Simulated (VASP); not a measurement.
Wanted: the native input for a VASP 6.6.1 run.

```yaml
Task: single point
Functional: LDA
Potentials_or_basis: VASP PAW LDA potentials, release 64 (Ti_sv)
Cutoff: 520 eV
k_mesh: 18 × 18 × 10
Occupations: fermi-dirac, width 0.08 eV
Spin: no spin polarisation
Dipole_correction: no
Further_INCAR_settings: ALGO = Normal; EDIFF = 1e-06; NBANDS = 19
```

The structure of Ti lies in POSCAR:

```
Ti
1.0
    2.7654052282      0.0000000000      0.0000000000
   -1.3827026141      2.3949111794      0.0000000000
    0.0000000000      0.0000000000      4.4020959644
Ti
2
Direct
    0.3333333333      0.6666666667      0.2500000000
    0.6666666667      0.3333333333      0.7500000000
```

One way to write it, as run:

INCAR

```
SYSTEM = Ti
ALGO = Normal
EDIFF = 1E-6
ENCUT = 520
GGA = CA
ISIF = 2
ISMEAR = -1
LASPH = .True.
LCHARG = .False.
LREAL = .False.
LWAVE = .False.
NBANDS = 19
NELM = 100
PREC = Accurate
SIGMA = 0.08
```

KPOINTS

```
k-points
0
Gamma
  18 18 10
  0 0 0
```

Potentials or basis: VASP PAW LDA potentials, release 64 (Ti_sv).

Run with:

```sh
$ cat potpaw_LDA.64/Ti_sv/POTCAR > POTCAR
$ mpirun -np 1 vasp_std > vasp.out
```

It gave:

The pressure is 14.7 GPa and the band gap on the k mesh is zero (band 12 reaches 10.98 eV, above the bottom of band 13 at 9.79 eV).

Wall time 36 s on 1 thread of Intel(R) Xeon(R) 6975P-C (Granite Rapids), with other jobs on the host, peak memory 0.21 GiB.
